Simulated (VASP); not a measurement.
# Li2Se (Fm-3m) in VASP: single point with r2SCAN

Aim: the single point of Li2Se with r2SCAN.

Everything below comes from runs of VASP 6.6.1. Logs are shortened: lines on timing, memory, paths and dates and some standing lists are left out, and cuts for length are marked.

### Step 1. The cell of the first run

Symmetry: Fm-3m, No. 225, cubic system. Conventional cell: a = 6.013 Å, b = 6.013 Å, c = 6.013 Å, α = 90.00°, β = 90.00°, γ = 90.00°. Li (site symmetry -43m) has 4 Se at 2.60 Å and 6 Li at 3.01 Å within 3.4 Å. Se (site symmetry m-3m) has 8 Li at 2.60 Å within 3.4 Å.

### Step 2. Single point, r2SCAN

POSCAR reads:

```
Li2Se
1.0
    0.0000000000      3.0062880000      3.0062880000
    3.0062880000      0.0000000000      3.0062880000
    3.0062880000      3.0062880000      0.0000000000
Li Se
2 1
Direct
    0.2500000000      0.2500000000      0.2500000000
    0.7500000000      0.7500000000      0.7500000000
    0.0000000000      0.0000000000      0.0000000000
```

INCAR.step1 reads:

```
SYSTEM = Li2Se
  PREC = Accurate
  ENCUT = 830
  ISMEAR = 1
  SIGMA = 0.0251
  LREAL = .False.
  LASPH = .True.
  NELM = 120
  NBANDS = 13
  GGA = PE
  ALGO = Normal
  EDIFF = 1E-5
  LWAVE = .True.
  LCHARG = .False.
  GGA_COMPAT = .False.
```

INCAR.step2 reads:

```
SYSTEM = Li2Se
  PREC = Accurate
  ENCUT = 830
  EDIFF = 1E-6
  ISMEAR = 1
  SIGMA = 0.0251
  LREAL = .False.
  LASPH = .True.
  NELM = 120
  ALGO = Normal
  ISIF = 2
  LWAVE = .False.
  LCHARG = .False.
  METAGGA = R2SCAN
  LMIXTAU = .True.
  NBANDS = 13
  ISTART = 1
  GGA_COMPAT = .False.
```

KPOINTS reads:

```
regular mesh
0
Gamma
  7 7 7
  0 0 0
```

Potentials or basis: VASP PAW PBE potentials, release 64 (Li_sv, Se).

Command:

```console
$ cat potpaw_PBE.64/Li_sv/POTCAR potpaw_PBE.64/Se/POTCAR > POTCAR
$ cp INCAR.step1 INCAR
$ mpirun -np 1 vasp_std > vasp.out
$ cp INCAR.step2 INCAR
$ mpirun -np 1 vasp_std > vasp.out
```

OUTCAR:

```text
SYSTEM = Li2Se
   PREC = Accurate
   ENCUT = 830
   EDIFF = 1E-6
   ISMEAR = 1
   LREAL = .False.
   LASPH = .True.
   NELM = 120
   ISIF = 2
   METAGGA = R2SCAN
   ISTART = 1

 ion  position               nearest neighbor table
   1  0.250  0.250  0.250-   3 2.60   3 2.60   3 2.60   3 2.60
   2  0.750  0.750  0.750-   3 2.60   3 2.60   3 2.60   3 2.60
   3  0.000  0.000  0.000-   1 2.60   2 2.60   2 2.60   2 2.60   2 2.60   1 2.60   1 2.60   1 2.60

  LATTYP: Found a face centered cubic cell.
 ALAT       =     6.0125760000

  Lattice vectors:

 A1 = (   0.0000000000,   3.0062880000,   3.0062880000)
 A2 = (   3.0062880000,   0.0000000000,   3.0062880000)
 A3 = (   3.0062880000,   3.0062880000,   0.0000000000)

Analysis of symmetry for initial positions (statically):
=====================================================================
 Subroutine PRICEL returns:
 Original cell was already a primitive cell.

 Routine SETGRP: Setting up the symmetry group for a
 face centered cubic supercell.

 Subroutine GETGRP returns: Found 48 space group operations
 (whereof 48 operations were pure point group operations)
 out of a pool of 48 trial point group operations.

The static configuration has the point symmetry O_h .

Analysis of symmetry for dynamics (positions and initial velocities):
=====================================================================
 Subroutine PRICEL returns:
 Original cell was already a primitive cell.

 Routine SETGRP: Setting up the symmetry group for a
 face centered cubic supercell.

 Subroutine GETGRP returns: Found 48 space group operations
 (whereof 48 operations were pure point group operations)
 out of a pool of 48 trial point group operations.

The dynamic configuration has the point symmetry O_h .

 Subroutine INISYM returns: Found 48 space group operations
 (whereof 48 operations are pure point group operations),
 and found     1 'primitive' translations

----------------------------------------------------------------------------------------

                                     Primitive cell

  volume of cell :      54.3403

  direct lattice vectors                    reciprocal lattice vectors
     0.000000000  3.006288000  3.006288000    -0.166318064  0.166318064  0.166318064
     3.006288000  0.000000000  3.006288000     0.166318064 -0.166318064  0.166318064
     3.006288000  3.006288000  0.000000000     0.166318064  0.166318064 -0.166318064

  length of vectors
     4.251533262  4.251533262  4.251533262     0.288071337  0.288071337  0.288071337

  position of ions in fractional coordinates (direct lattice)
     0.250000000  0.250000000  0.250000000
     0.750000000  0.750000000  0.750000000
     0.000000000  0.000000000  0.000000000

  ion indices of the primitive-cell ions
   primitive index   ion index
                 1           1
                 2           2
                 3           3

----------------------------------------------------------------------------------------

 KPOINTS: regular mesh

Automatic generation of k-mesh.
 Grid dimensions read from file:
 generate k-points for:    7    7    7

 Generating k-lattice:

  Cartesian coordinates                     Fractional coordinates (reciprocal lattice)
    -0.023759723  0.023759723  0.023759723     0.142857143  0.000000000  0.000000000
     0.023759723 -0.023759723  0.023759723     0.000000000  0.142857143  0.000000000
     0.023759723  0.023759723 -0.023759723     0.000000000  0.000000000  0.142857143

  Length of vectors
     0.041153048  0.041153048  0.041153048

  Shift w.r.t. Gamma in fractional coordinates (k-lattice)
     0.000000000  0.000000000  0.000000000

 Subroutine IBZKPT returns following result:
 ===========================================

 Found     20 irreducible k-points:

 Following reciprocal coordinates:
            Coordinates               Weight
  0.000000  0.000000  0.000000      1.000000
  0.142857  0.000000  0.000000      8.000000
  0.285714  0.000000  0.000000      8.000000
  0.428571  0.000000  0.000000      8.000000
  0.142857  0.142857  0.000000      6.000000
  0.285714  0.142857  0.000000     24.000000
[... 12 lines left out ...]
 -0.428571  0.428571  0.142857     24.000000
 -0.285714  0.428571  0.142857     24.000000
   k-points           NKPTS =     20   k-points in BZ     NKDIM =     20   number of bands    NBANDS=     13
   number of dos      NEDOS =    301   number of ions     NIONS =      3
   total plane-waves  NPLWV =  64000
   dimension x,y,z NGX =    40 NGY =   40 NGZ =   40
   dimension x,y,z NGXF=    80 NGYF=   80 NGZF=   80
   ions per type =               2   1
   NGX,Y,Z   is equivalent  to a cutoff of  15.64, 15.64, 15.64 a.u.
   NGXF,Y,Z  is equivalent  to a cutoff of  31.28, 31.28, 31.28 a.u.
 SYSTEM =  Li2Se
   PREC   = accura    normal or accurate (medium, high low for compatibility)
   ISTART =      1    job   : 0-new  1-cont  2-samecut
   ICHARG =      0    charge: 1-file 2-atom 10-const
   ISPIN  =      1    spin polarized calculation?
   LNONCOLLINEAR =      F non collinear calculations
   LSORBIT =      F    spin-orbit coupling
   LASPH  =      T    aspherical Exc in radial PAW
   ENCUT  =  830.0 eV  61.00 Ry    7.81 a.u.   9.99  9.99  9.99*2*pi/ulx,y,z
   NELM   =    120;   NELMIN=  2; NELMDL=  0     # of ELM steps
   EDIFF  = 0.1E-05   stopping-criterion for ELM
   LREAL  =      F    real-space projection
   EDIFFG = 0.1E-04   stopping-criterion for IOM
   NSW    =      0    number of steps for IOM
   IBRION =     -1    ionic relax: 0-MD 1-quasi-New 2-CG
   NFREE  =      0    steps in history (QN), initial steepest desc. (CG)
   ISIF   =      2    stress and relaxation
   ISYM   =      2    0-nonsym 1-usesym 2-fastsym
   POTIM  = 0.5000    time-step for ionic-motion
   TEBEG  =    0.0;   TEEND  =   0.0 temperature during run
   PSTRESS=    0.0 pullay stress
   NELECT =      12.0000    total number of electrons
   NUPDOWN=      -1.0000    fix difference up-down
   EMIN   =  10.00;   EMAX   =-10.00  energy-range for DOS
   EFERMI =   0.00;   METHOD = LEGACY
   ISMEAR =     1;   SIGMA  =   0.03  broadening in eV -4-tet -1-fermi 0-gaus
   EFERMI_NEDOS =   21; number of points for ismear=-14 and -15
   IALGO  =     38    algorithm
   IMIX   =      4    mixing-type and parameters
     AMIX     =   0.40;   BMIX     =  1.00
     AMIX_MAG =   1.60;   BMIX_MAG =  1.00
  volume/ion in A,a.u.               =      18.11       122.24
  Fermi-wavevector in a.u.,A,eV,Ry     =   0.989528  1.869936 13.322352  0.979165
  Thomas-Fermi vector in A             =   2.121133
   LORBIT       =      0    0 simple, 1 ext, 2 COOP (PROOUT), +10 PAW based schemes
   METAGGA = R2SCAN    functional components
   LHFCALC =     F    Hartree Fock is set to
   AEXX    =    0.0000 exact exchange contribution
   IVDW    =     0    specifies the selected vdW correction
   LEPSILON=     F    determine dielectric tensor
   LRPA    =     F    only Hartree local field effects (RPA)
 non-spin polarized calculation
 Methfessel and Paxton  Order N= 1 SIGMA  =   0.03
  energy-cutoff  :      830.00
  volume of cell :       54.34
 maximum number of plane-waves:      2967
   NGX = 19   NGY = 19   NGZ = 19

 number of electron      12.0000004 magnetization

 Free energy of the ion-electron system (eV)
  ---------------------------------------------------
  ext. energy  EPLUGINS =         0.00000000
  ---------------------------------------------------
  free energy    TOTEN  =       -23.43760288 eV

  energy without entropy =      -23.43761561  energy(sigma->0) =      -23.43760712

 E-fermi :   0.7022     XC(G=0):  -8.6042

 val. band max:        0.6810618528   @ k =   0.0000   0.0000   0.0000
 cond. band min:       4.2873390729   @ k =   0.4286   0.4286   0.0000
 fundamental gap:      3.6062772201
 Fermi energy:         0.7021928075

 k-point     1 :       0.0000    0.0000    0.0000
  band No.  band energies     occupation
      1     -45.4832      2.00000
      2     -45.4607      2.00000
      3     -11.0775      2.00000
      4       0.6811      2.00001
      5       0.6811      1.99999
      6       0.6811      1.99999
      7       4.7983      0.00000
      8       6.9851      0.00000
      9       6.9851      0.00000
     10       6.9851      0.00000
     11      11.8485      0.00000
     12      11.8485      0.00000
     13      12.5574      0.00000

 k-point     2 :       0.1429    0.0000    0.0000
  band No.  band energies     occupation
      1     -45.4820      2.00000
      2     -45.4617      2.00000
      3     -11.0131      2.00000
      4      -0.0882      2.00000
      5       0.5672      2.00000
      6       0.5672      2.00000
      7       5.3716      0.00000
      8       7.2780      0.00000
      9       7.2780      0.00000
     10       7.4683      0.00000
     11      10.6169      0.00000
     12      10.6169      0.00000
     13      12.6831      0.00000

 k-point     3 :       0.2857    0.0000    0.0000
  band No.  band energies     occupation
      1     -45.4787      2.00000
      2     -45.4646      2.00000
      3     -10.8590      2.00000
      4      -1.3181      2.00000
      5       0.3416      2.00000
      6       0.3416      2.00000
      7       6.1023      0.00000
      8       7.5207      0.00000
      9       7.5207      0.00000
     10       8.5285      0.00000
     11      10.6004      0.00000
     12      10.6004      0.00000
     13      13.1958      0.00000

 k-point     4 :       0.4286    0.0000    0.0000
  band No.  band energies     occupation
      1     -45.4740      2.00000
      2     -45.4690      2.00000
      3     -10.7244      2.00000
      4      -2.0917      2.00000
      5       0.1838      2.00000
      6       0.1838      2.00000
      7       6.5434      0.00000
      8       7.3145      0.00000
      9       7.3145      0.00000
     10       9.1868      0.00000
     11      12.3119      0.00000
     12      12.3119      0.00000
     13      14.0840      0.00000

 k-point     5 :       0.1429    0.1429    0.0000
  band No.  band energies     occupation
      1     -45.4816      2.00000
      2     -45.4620      2.00000
      3     -10.9919      2.00000
      4       0.0376      2.00000
      5       0.3373      2.00000
      6       0.3373      2.00000
      7       5.5238      0.00000
      8       7.1057      0.00000
      9       7.6555      0.00000
     10       7.6555      0.00000
     11       9.5464      0.00000
     12      12.1804      0.00000
     13      13.2191      0.00000
[... 193 lines left out ...]
 k-point    18 :      -0.4286    0.2857    0.1429
  band No.  band energies     occupation
      1     -45.4733      2.00000
      2     -45.4695      2.00000
      3     -10.6465      2.00000
      4      -1.7512      2.00000
      5      -0.7318      2.00000
      6      -0.2855      2.00000
      7       6.4612      0.00000
      8       7.3851      0.00000
      9       9.1828      0.00000
     10       9.6266      0.00000
     11      11.1178      0.00000
     12      12.1125      0.00000
     13      14.6299      0.00000

 k-point    19 :      -0.4286    0.4286    0.1429
  band No.  band energies     occupation
      1     -45.4741      2.00000
      2     -45.4687      2.00000
      3     -10.6069      2.00000
      4      -1.4775      2.00000
      5      -0.8750      2.00000
      6      -0.7649      2.00000
      7       5.2500      0.00000
      8       8.2694      0.00000
      9       9.0486      0.00000
     10      11.4871      0.00000
     11      11.6670      0.00000
     12      12.7288      0.00000
     13      14.3407      0.00000

 k-point    20 :      -0.2857    0.4286    0.1429
  band No.  band energies     occupation
      1     -45.4718      2.00000
      2     -45.4709      2.00000
      3     -10.5928      2.00000
      4      -1.3949      2.00000
      5      -1.2376      2.00000
      6      -0.6758      2.00000
      7       6.0591      0.00000
      8       8.0728      0.00000
      9       9.4336      0.00000
     10      10.0213      0.00000
     11      11.7265      0.00000
     12      12.0114      0.00000
     13      14.5081      0.00000

------------------------ aborting loop because EDIFF is reached ----------------------------------------

  FORCE on cell =-STRESS in cart. coord.  units (eV):
  Direction    XX          YY          ZZ          XY          YZ          ZX
  --------------------------------------------------------------------------------------
  -------------------------------------------------------------------------------------
  Total       -0.2098419     -0.2098419     -0.2098419      0.0000000      0.0000000     -0.0000000
  in kB       -6.1870133     -6.1870133     -6.1870133      0.0000000      0.0000000     -0.0000000
  external PRESSURE =      -6.1870133 kB  Pullay stress =       0.0000000 kB

 VOLUME and BASIS-vectors are now :
 -----------------------------------------------------------------------------
  energy-cutoff  :      830.00
  volume of cell :       54.34
      direct lattice vectors                 reciprocal lattice vectors
     0.000000000  3.006288000  3.006288000    -0.166318064  0.166318064  0.166318064
     3.006288000  0.000000000  3.006288000     0.166318064 -0.166318064  0.166318064
     3.006288000  3.006288000  0.000000000     0.166318064  0.166318064 -0.166318064

 POSITION                                       TOTAL-FORCE (eV/Angst)
 -----------------------------------------------------------------------------------
      1.50314      1.50314      1.50314        -0.000000     -0.000000     -0.000000
      4.50943      4.50943      4.50943         0.000000      0.000000      0.000000
      0.00000      0.00000      0.00000        -0.000000     -0.000000     -0.000000
 -----------------------------------------------------------------------------------
    total drift:                                0.000000     -0.000000      0.000000

  FREE ENERGIE OF THE ION-ELECTRON SYSTEM (eV)
  ---------------------------------------------------
  free  energy   TOTEN  =       -23.4376028795 eV

  energy  without entropy=      -23.4376156078  energy(sigma->0) =      -23.43760712
```

Run time: 6.9 min. Hardware: 1 thread of Intel Xeon 8259CL, shared host; peak memory 0.27 GiB.

What came out:

| Quantity | Value |
| --- | --- |
| Free energy | -23.4376 eV |
| Pressure | -0.6 GPa |
| Band gap on the k mesh | 3.61 eV, indirect (least direct gap 4.12 eV) |

Caveat: the PAW data sets were made with another functional, which shifts forces and pressure a little. A k mesh can miss the band edges.
